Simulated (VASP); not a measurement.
MgO:

```
CELL_PARAMETERS angstrom
3.31379 0.00000 0.00000
-1.65690 2.86983 0.00000
0.00000 0.00000 15.37126
ATOMIC_POSITIONS crystal
Mg 0.00000 0.00000 0.00000
Mg 0.33333 0.66667 0.16667
Mg 0.00000 0.00000 0.33333
Mg 0.66667 0.33333 0.50000
Mg 0.00000 0.00000 0.66667
Mg 0.33333 0.66667 0.83333
O 0.00000 0.00000 0.12500
O 0.33333 0.66667 0.29167
O 0.00000 0.00000 0.45833
O 0.66667 0.33333 0.62500
O 0.00000 0.00000 0.79167
O 0.33333 0.66667 0.95833
```

- Program: VASP 6.6.1
- Task: relaxation of cell and atoms
- Functional: PBE
- Potentials or basis: VASP PAW PBE potentials, release 64 (Mg, O)
- Cutoff: 600 eV
- k mesh: 12 × 12 × 2
- Occupations: gaussian, width 0.02 eV
- Spin: no spin polarisation

At the start: pressure 0.5 GPa; volume 12.18 Å³/atom.

Task: Where does the relaxation end?

Result: Over 13 steps the energy falls by 14.1 meV/atom and the volume is 12.17 Å³/atom (-0.1 %); space group P3m1 (No. 156, to 0.1 Å) before and after.

Step by step:
```
step  energy change (eV)  largest force (eV/Å)  pressure (GPa)  volume (Å³)
   1              0.0000                0.8111            0.46       146.18
   2             -0.1326                0.3271           -0.48       146.84
   3             -0.1665                0.0838           -0.47       146.64
   4             -0.1664                0.0744           -0.46       146.63
   5             -0.1681                0.0454            0.09       145.93
   6             -0.1681                0.0446            0.12       145.90
   7             -0.1685                0.0338            0.06       145.98
   8             -0.1688                0.0407           -0.03       146.09
   9             -0.1690                0.0210           -0.02       146.09
  10             -0.1691                0.0275           -0.02       146.08
  11             -0.1692                0.0203            0.01       146.04
  12             -0.1692                0.0191            0.03       146.03
  13             -0.1693                0.0032           -0.02       146.08
```

Final structure:
```cif
data_structure
_symmetry_space_group_name_H-M 'P 1'
_symmetry_Int_Tables_number 1
_cell_length_a 3.2830
_cell_length_b 3.2830
_cell_length_c 15.6500
_cell_angle_alpha 90.000
_cell_angle_beta 90.000
_cell_angle_gamma 120.000
_cell_volume 146.08
loop_
_atom_site_label
_atom_site_type_symbol
_atom_site_fract_x
_atom_site_fract_y
_atom_site_fract_z
_atom_site_occupancy
Mg1 Mg 0.00000 0.00000 0.99895 1
Mg2 Mg 0.33333 0.66667 0.16461 1
Mg3 Mg 0.00000 0.00000 0.33082 1
Mg4 Mg 0.66667 0.33333 0.49897 1
Mg5 Mg 0.00000 0.00000 0.66515 1
Mg6 Mg 0.33333 0.66667 0.83330 1
O1 O 0.00000 0.00000 0.12624 1
O2 O 0.33333 0.66667 0.29194 1
O3 O 0.00000 0.00000 0.45941 1
O4 O 0.66667 0.33333 0.62629 1
O5 O 0.00000 0.00000 0.79373 1
O6 O 0.33333 0.66667 0.96060 1
```
